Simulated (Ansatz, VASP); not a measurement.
**Cd: VASP beside Ansatz**

File INCAR:

```
SYSTEM = Cd
  PREC = Accurate
  ENCUT = 520
  EDIFF = 1E-6
  ISMEAR = -1
  SIGMA = 0.1
  LREAL = .False.
  LASPH = .True.
  NELM = 100
  ALGO = Normal
  ISIF = 2
  LWAVE = .False.
  LCHARG = .False.
  GGA = B5
  ALDAX = 1.0
  AGGAX = 1.0
  AGGAC = 1.0
  ALDAC = 0.0
  NBANDS = 19
```

Contents of KPOINTS:

```
regular mesh
0
Gamma
  13 13 9
  0 0 0
```

POSCAR

```
Cd
1.0
   -3.2430456253      3.1380624466      1.6246854514
    3.1380624466     -3.2430456253      1.6246854514
    3.1392521295      3.1392521295     -1.8169623353
Cd
2
Direct
    0.9967861260      0.0032138740      1.0000000000
    0.7532138740      0.2467861260      0.5000000000
```

Input for Ansatz:

```yaml
crystal:
  lattice:
    - [-3.2430456253, 3.1380624466, 1.6246854514]
    - [3.1380624466, -3.2430456253, 1.6246854514]
    - [3.1392521295, 3.1392521295, -1.8169623353]
  atoms:
    - { symbol: Cd, position: [0.996786126, 0.003213874, 1.0] }
    - { symbol: Cd, position: [0.753213874, 0.246786126, 0.5] }
hamiltonian:
  xc: blyp
  pseudopotentials:
    kind: paw
    azcp:
      Cd: "pseudopotentials/Cd.paw.azcp"
basis:
  ecutwfc: 420
  fft_grid_basis: typed
kpoints:
  mp_grid: { grid: [13, 13, 9], shift: [0, 0, 0] }
magnetization:
  spin_polarized: false
scf:
  occupations: { method: fermi_dirac, width: 0.1 }
  lower_state_search: "off"
output:
  stress: true
```

Alike in both runs: task single point; functional BLYP; k mesh 13 × 13 × 9; occupations fermi-dirac, width 0.1 eV; no spin polarisation.

|  | VASP | Ansatz |
| --- | --- | --- |
| version | VASP 6.6.1 | Ansatz 0.2.0 |
| potentials or method | VASP PAW PBE potentials, release 64 (Cd), cutoff 520 eV | plane waves (420 eV) with PAW, scalar-relativistic |
| valence electrons in the cell | 24 | 40 |

|  | VASP | Ansatz | Ansatz less VASP |
| --- | --- | --- | --- |
| pressure (GPa) | -0.9 | -0.9 | -0.07 |
| traceless stress, the component that is largest in VASP (GPa) | -0.11 | -0.10 | +0.005 |

VASP's potentials were made for PBE, not for BLYP. VASP's potentials hold 24 valence electrons a cell and Ansatz's 40, so a difference there can come from the potentials and not from the codes.
